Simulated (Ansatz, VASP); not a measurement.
# One calculation of Fe, two programs

```
Fe
1.0
    -1.37460    1.37460    1.37460
     1.37460   -1.37460    1.37460
     1.37460    1.37460   -1.37460
Fe
1
Cartesian
  0.0000 0.0000 0.0000
```

Alike in both runs: task single point; functional LDA; k mesh 16 × 16 × 16; occupations fermi-dirac, width 0.03 eV; collinear spin.

|  | VASP | Ansatz |
| --- | --- | --- |
| version | VASP 6.6.1 | Ansatz 0.2.0 |
| potentials or method | VASP PAW LDA potentials, release 64 (Fe_sv), cutoff 600 eV | plane waves (420 eV) with PAW, scalar-relativistic |
| valence electrons in the cell | 16 | 16 |

```csv
,VASP,Ansatz,Ansatz less VASP
pressure (GPa),-4.6,0.0,+4.60
net moment per atom (μB),1.93,1.97,+0.045
size of the moment on the site where the two differ most (μB),1.89,1.97,+0.081
```

Ansatz warns that its potentials were made for another functional, while VASP's fit it. LDA's correlation is that of Perdew and Zunger in VASP and of Perdew and Wang (1992) in Ansatz. Site moments also hang on the region over which each program counts them. One of these differences is far larger than is usual between the two programs; its cause wasn't traced.
